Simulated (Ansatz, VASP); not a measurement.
**Two plane-wave programs on EuS**

```
CELL_PARAMETERS angstrom
0.00000 2.97850 2.97850
2.97850 0.00000 2.97850
2.97850 2.97850 0.00000
ATOMIC_POSITIONS crystal
Eu 0.00000 0.00000 0.00000
S 0.50000 0.50000 0.50000
```

Alike in both runs: functional r2SCAN; k mesh 8 × 8 × 8; occupations fermi-dirac, width 0.05 eV; collinear spin.

```csv
,VASP,Ansatz
version,VASP 6.6.1,Ansatz 0.2.0
potentials or method,"VASP PAW PBE potentials, release 64 (Eu, S)",Ansatz PAW
plane-wave cutoff (eV),800,500
valence electrons in the cell,23,23
task,single point,density of states
```

```csv
,VASP,Ansatz,Ansatz less VASP
gap on the k mesh at the Fermi level (eV),none,none,-
pressure (GPa),-2.5,-2.1,+0.40
net moment per atom (μB),3.50,3.50,+0.002
size of the moment on the site where the two differ most (μB),6.53,6.81,+0.281
```

VASP's potentials were made for PBE, not for r2SCAN. Site moments also hang on the region over which each program counts them. A gap of «none» marks a metal or a gap that the smearing closes. With one functional, cell and mesh, what is left measures potentials, basis and numerics.

Neither program's run includes spin-orbit coupling. Noted on Ansatz's run: the magnetic or orbital state may not be the lowest.
